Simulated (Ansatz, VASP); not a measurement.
## Two plane-wave programs on Ta

```
Ta
1.0
    -1.65216    1.65216    1.65216
     1.65216   -1.65216    1.65216
     1.65216    1.65216   -1.65216
Ta
1
Cartesian
  0.0000 0.0000 0.0000
```

Alike in both runs: task single point; functional r2SCAN; k mesh 18 × 18 × 18; occupations gaussian, width 0.05 eV; no spin polarisation.

|  | VASP | Ansatz |
| --- | --- | --- |
| version | VASP 6.6.1 | Ansatz 0.2.0 |
| potentials or method | VASP PAW PBE potentials, release 64 (Ta_pv), cutoff 550 eV | scalar-relativistic, plane waves, PAW |
| valence electrons in the cell | 11 | 13 |

```csv
,VASP,Ansatz,Ansatz less VASP
gap on the k mesh at the Fermi level (eV),none,none,-
pressure (GPa),0.6,0.0,-0.61
```

VASP's potentials were made for PBE, not for r2SCAN. A gap of «none» marks a metal or a gap that the smearing closes. VASP's potentials hold 11 valence electrons a cell and Ansatz's 13, so a difference there can come from the potentials and not from the codes.

Neither program's run includes spin-orbit coupling.
